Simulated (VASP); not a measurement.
# BeS (F-43m) in VASP: notebook, part 2 of 2

VASP 6.6.1. Earlier steps stand in the parts before.

### 3 Single point, RPBE

This run uses another cell than the first one, of 14.26 Å³/atom, 0.975 times its volume.

The input, INCAR:

```
SYSTEM = BeS
ALGO = Normal
EDIFF = 1E-6
ENCUT = 600
GGA = RP
GGA_COMPAT = .FALSE.
ISIF = 2
ISMEAR = 0
LASPH = .TRUE.
LCHARG = .FALSE.
LREAL = .FALSE.
LWAVE = .FALSE.
NBANDS = 11
NELM = 120
PREC = Accurate
SIGMA = 0.05
```

The input, KPOINTS:

```
k-points
0
G
  8 8 8
  0 0 0
```

The input, POSCAR:

```
BeS
1.0
    0.0000000000      2.4249991143      2.4249991143
    2.4249991143      0.0000000000      2.4249991143
    2.4249991143      2.4249991143      0.0000000000
Be S
1 1
Direct
    0.0000000000      0.0000000000      0.0000000000
    0.7500000000      0.7500000000      0.7500000000
```

Potentials or basis: VASP PAW PBE potentials, release 64 (Be, S).

On the command line:

```sh
> cat potpaw_PBE.64/Be/POTCAR potpaw_PBE.64/S/POTCAR > POTCAR
> mpirun -np 1 vasp_std > vasp.out
```

OUTCAR:

```text
SYSTEM = BeS
   EDIFF = 1E-6
   ENCUT = 600
   GGA = RP
   ISIF = 2
   ISMEAR = 0
   LASPH = .TRUE.
   LREAL = .FALSE.
   NELM = 120
   PREC = Accurate

 ion  position               nearest neighbor table
   1  0.000  0.000  0.000-   2 2.10   2 2.10   2 2.10   2 2.10
   2  0.750  0.750  0.750-   1 2.10   1 2.10   1 2.10   1 2.10

  LATTYP: Found a face centered cubic cell.
 ALAT       =     4.8499982286

  Lattice vectors:

 A1 = (   0.0000000000,   2.4249991143,   2.4249991143)
 A2 = (   2.4249991143,   0.0000000000,   2.4249991143)
 A3 = (   2.4249991143,   2.4249991143,   0.0000000000)

Analysis of symmetry for initial positions (statically):
=====================================================================
 Subroutine PRICEL returns:
 Original cell was already a primitive cell.

 Routine SETGRP: Setting up the symmetry group for a
 face centered cubic supercell.

 Subroutine GETGRP returns: Found 24 space group operations
 (whereof 24 operations were pure point group operations)
 out of a pool of 48 trial point group operations.

The static configuration has the point symmetry T_d .

Analysis of symmetry for dynamics (positions and initial velocities):
=====================================================================
 Subroutine PRICEL returns:
 Original cell was already a primitive cell.

 Routine SETGRP: Setting up the symmetry group for a
 face centered cubic supercell.

 Subroutine GETGRP returns: Found 24 space group operations
 (whereof 24 operations were pure point group operations)
 out of a pool of 48 trial point group operations.

The dynamic configuration has the point symmetry T_d .

 Subroutine INISYM returns: Found 24 space group operations
 (whereof 24 operations are pure point group operations),
 and found     1 'primitive' translations

----------------------------------------------------------------------------------------

                                     Primitive cell

  volume of cell :      28.5210

[... 115 lines left out ...]
   AEXX    =    0.0000 exact exchange contribution
   IVDW    =     0    specifies the selected vdW correction
   LEPSILON=     F    determine dielectric tensor
   LRPA    =     F    only Hartree local field effects (RPA)
 non-spin polarized calculation
 Gauss-broadening in eV      SIGMA  =   0.05
  energy-cutoff  :      600.00
  volume of cell :       28.52
 maximum number of plane-waves:       961
   NGX = 13   NGY = 13   NGZ = 13

 number of electron       7.9999999 magnetization

 Free energy of the ion-electron system (eV)
  ---------------------------------------------------
  ext. energy  EPLUGINS =         0.00000000
  ---------------------------------------------------
  free energy    TOTEN  =        -9.40728013 eV

  energy without entropy =       -9.40728013  energy(sigma->0) =       -9.40728013

 E-fermi :   4.5211     XC(G=0):  -9.6052

 val. band max:        4.2508562476   @ k =   0.0000   0.0000   0.0000
 cond. band min:       7.4709200837   @ k =   0.5000   0.5000   0.0000
 fundamental gap:      3.2200638361
 Fermi energy:         4.5210935438

 k-point     1 :       0.0000    0.0000    0.0000
  band No.  band energies     occupation
      1      -9.4325      2.00000
      2       4.2509      2.00000
      3       4.2509      2.00000
      4       4.2509      2.00000
      5       9.9716      0.00000
      6       9.9716      0.00000
      7       9.9716      0.00000
      8      10.2858      0.00000
      9      17.0159      0.00000
     10      17.0159      0.00000
     11      19.3110      0.00000
[... 309 lines left out ...]
 k-point    24 :      -0.3750    0.2500    0.1250
  band No.  band energies     occupation
      1      -7.5535      2.00000
      2      -0.9732      2.00000
      3       1.4906      2.00000
      4       2.4274      2.00000
      5      10.4284      0.00000
      6      10.9033      0.00000
      7      13.4315      0.00000
      8      14.8456      0.00000
      9      15.7919      0.00000
     10      19.6030      0.00000
     11      20.3333      0.00000

 [... further k-points ...]

------------------------ aborting loop because EDIFF is reached ----------------------------------------

  FORCE on cell =-STRESS in cart. coord.  units (eV):
  Direction    XX          YY          ZZ          XY          YZ          ZX
  --------------------------------------------------------------------------------------
  -------------------------------------------------------------------------------------
  Total        0.6938885      0.6938885      0.6938885      0.0000000     -0.0000000     -0.0000000
  in kB       38.9794328     38.9794328     38.9794328      0.0000000     -0.0000000     -0.0000000
  external PRESSURE =      38.9794328 kB  Pullay stress =       0.0000000 kB

 VOLUME and BASIS-vectors are now :
 -----------------------------------------------------------------------------
  energy-cutoff  :      600.00
  volume of cell :       28.52
      direct lattice vectors                 reciprocal lattice vectors
     0.000000000  2.424999114  2.424999114    -0.206185642  0.206185642  0.206185642
     2.424999114  0.000000000  2.424999114     0.206185642 -0.206185642  0.206185642
     2.424999114  2.424999114  0.000000000     0.206185642  0.206185642 -0.206185642

 POSITION                                       TOTAL-FORCE (eV/Angst)
 -----------------------------------------------------------------------------------
      0.00000      0.00000      0.00000        -0.000000     -0.000000     -0.000000
      3.63750      3.63750      3.63750         0.000000      0.000000      0.000000
 -----------------------------------------------------------------------------------
    total drift:                                0.000000      0.000000     -0.000000

  FREE ENERGIE OF THE ION-ELECTRON SYSTEM (eV)
  ---------------------------------------------------
  free  energy   TOTEN  =        -9.4072801305 eV

  energy  without entropy=       -9.4072801305  energy(sigma->0) =       -9.40728013
```

stdout:

```text
POSCAR found type information on POSCAR BeS
 POSCAR found :  2 types and       2 ions
 scaLAPACK will be used
 -----------------------------------------------------------------------------
|                                                                             |
|                                                                             |
|     You enforced a specific xc type in the INCAR file but a different       |
|     I HOPE YOU KNOW WHAT YOU ARE DOING!                                     |
|                                                                             |
 -----------------------------------------------------------------------------

 LDA part: xc-table for (Slater+PW92), standard interpolation
 POSCAR, INCAR and KPOINTS ok, starting setup
 FFT: planning ... GRIDC
 FFT: planning ... GRID_SOFT
 FFT: planning ... GRID
 WAVECAR not read
 entering main loop
```

Run time: 7.9 s. Hardware: 1 thread of AMD EPYC 7R13 (Zen 3), shared host; peak memory 0.12 GiB.

What came out:

```yaml
Free_energy: -9.4073 eV
Pressure: 3.9 GPa
Band_gap_on_the_k_mesh: 3.22 eV, indirect (least direct gap 5.72 eV)
```

Levels at points of the mesh, in eV from the valence-band top:
```csv
k point,band 1,band 2,band 3,band 4,band 5,band 6,band 7,band 8,band 9
"(0.00, 0.00, 0.00)",-13.68,0.00,0.00,0.00,5.72,5.72,5.72,6.03,12.76
"(0.50, 0.00, 0.00)",-12.08,-5.75,-1.03,-1.03,5.55,6.61,6.61,11.38,14.93
"(0.50, 0.50, 0.00)",-11.54,-5.00,-2.62,-2.62,3.22,4.97,12.87,12.87,15.71
```

Caveat: the PAW data sets were made with another functional, which shifts forces and pressure a little.

### 4 Single point, revPBE (volume scaled by 1.02)

The input, INCAR:

```
PREC = Accurate
ENCUT = 600
EDIFF = 1E-6
ISMEAR = 0
SIGMA = 0.05
LREAL = False
LASPH = True
NELM = 120
ALGO = Normal
ISIF = 2
LWAVE = False
LCHARG = True
GGA = RE
LELF = True
LVHAR = True
NBANDS = 11
GGA_COMPAT = False
```

The input, KPOINTS:

```
Automatic mesh
0
Gamma
  8 8 8
```

The input, POSCAR:

```
BeS
1.0
    0.0000000000      2.4706552060      2.4706552060
    2.4706552060      0.0000000000      2.4706552060
    2.4706552060      2.4706552060      0.0000000000
Be S
1 1
Direct
    0.0000000000      0.0000000000      0.0000000000
    0.7500000000      0.7500000000      0.7500000000
```

On the command line:

```sh
> cat potpaw_PBE.64/Be/POTCAR potpaw_PBE.64/S/POTCAR > POTCAR
> mpirun -np 1 vasp_std > vasp.out
```

Run time: 8.5 s. Hardware: 1 thread of AMD EPYC 7R13 (Zen 3), shared host; peak memory 0.12 GiB.

The run converged. Its results:

```yaml
Free_energy: -9.4931 eV
Pressure: -1.7 GPa
Band_gap_on_the_k_mesh: 3.31 eV, indirect (least direct gap 5.53 eV)
```

Levels at points of the mesh, in eV from the valence-band top:
```
           k point  band 1  band 2  band 3  band 4  band 5  band 6  band 7  band 8
(0.00, 0.00, 0.00)  -13.32    0.00    0.00    0.00    5.53    5.73    5.73    5.73
(0.50, 0.00, 0.00)  -11.87   -5.41   -0.95   -0.95    5.33    6.61    6.61   11.06
(0.50, 0.50, 0.00)  -11.37   -4.73   -2.44   -2.44    3.31    5.00   12.41   12.41
```

Caveat: the cell differs from its parent crystal (volume scaled by 1.02); the PAW data sets were made with another functional, which shifts forces and pressure a little. A k mesh can miss the band edges.

### 5 The runs side by side

```csv
level,cell,gap on the mesh (eV),pressure (GPa)
PBE+D4,"a = 3.459 Å, angles 60.0°, 2 atoms",3.17,-3.6
RPBE,"a = 3.429 Å, angles 60.0°, 2 atoms",3.22,3.9
revPBE,"a = 3.494 Å, angles 60.0°, 2 atoms",3.31,-1.7
```

Alike in all rows: task single point; potentials or basis VASP PAW PBE potentials, release 64 (Be, S); no spin polarisation; k mesh 8 × 8 × 8; cutoff (eV) 600; smearing gaussian 0.05 eV.

Caveats: the PAW data sets were made with another functional, which shifts forces and pressure a little (some runs).

Absolute energies hang on the potentials; compare differences alone.
